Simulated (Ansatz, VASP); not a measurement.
# Two plane-wave programs on FeO

Contents of INCAR:

```
  ALGO = Normal
  EDIFF = 1E-6
  ENCUT = 600
  GGA = PS
  GGA_COMPAT = False
  ISIF = 2
  ISMEAR = -1
  ISPIN = 2
  LASPH = True
  LCHARG = False
  LMAXMIX = 4
  LORBIT = 11
  LREAL = False
  LWAVE = False
  MAGMOM = 3 0
  NBANDS = 18
  NELM = 200
  PREC = Accurate
  SIGMA = 0.05
```

KPOINTS

```
k-points
0
Gamma
  9 9 9
```

File POSCAR:

```
FeO
1.0
    1.5232053606      0.8844857613      2.5195772846
   -1.5144364440      0.8692975523      2.5195772846
   -0.0087689166     -1.7537833136      2.5195772846
Fe O
1 1
Direct
    0.0000000000      0.0000000000      0.0000000000
    0.5000000000      0.5000000000      0.5000000000
```

File input.yaml:

```yaml
crystal:
  lattice:
    - [1.5232053606, 0.8844857613, 2.5195772846]
    - [-1.514436444, 0.8692975523, 2.5195772846]
    - [-0.0087689166, -1.7537833136, 2.5195772846]
  atoms:
    - { symbol: Fe, position: [0.0, 0.0, 0.0], spin: 3.0 }
    - { symbol: O, position: [0.5, 0.5, 0.5] }
hamiltonian:
  xc: pbesol
  pseudopotentials: { kind: paw }
magnetization:
  spin_polarized: true
kpoints:
  mp_grid: { grid: [9, 9, 9] }
  band_path:
    path:
      - [[0.5, 0.5, 0.5], [0.0, 0.0, 0.0], [0.0, 0.0, -0.5]]
      - [[0.5, 0.5, 0.0], [0.0, 0.0, 0.0], [-0.5, 0.0, 0.0]]
      - [[0.0, 0.5, 0.5], [0.0, 0.0, 0.0], [-0.5, 0.0, -0.5]]
      - [[0.0, 0.5, 0.0], [0.0, 0.0, 0.0]]
    npoints: 14
scf:
  occupations: { method: fermi_dirac, width: 0.05 }
  n_extra_bands: 6
output:
  forces: true
  stress: true
  eigenvalues: true
  fatbands: true
```

Alike in both runs: functional PBEsol; k mesh 9 × 9 × 9; occupations fermi-dirac, width 0.05 eV; collinear spin.

|  | VASP | Ansatz |
| --- | --- | --- |
| version | VASP 6.6.1 | Ansatz 0.2.0 |
| potentials or method | VASP PAW PBE potentials, release 64 (Fe, O) | Ansatz PAW |
| plane-wave cutoff (eV) | 600 | 420 |
| valence electrons in the cell | 14 | 22 |
| task | single point | band structure |

|  | VASP | Ansatz | Ansatz less VASP |
| --- | --- | --- | --- |
| gap on the k mesh at the Fermi level (eV) | none | none | - |
| pressure (GPa) | -9.4 | -9.4 | -0.03 |
| traceless stress, the component that is largest in VASP (GPa) | -0.78 | -0.75 | +0.028 |
| net moment per atom (μB) | 2.00 | 2.00 | +0.001 |
| size of the moment on the site where the two differ most (μB) | 3.61 | 3.44 | -0.171 |

VASP's potentials were made for PBE, not for PBEsol. Site moments also hang on the region over which each program counts them. A gap of «none» marks a metal or a gap that the smearing closes. VASP's potentials hold 14 valence electrons a cell and Ansatz's 22, so a difference there can come from the potentials and not from the codes.
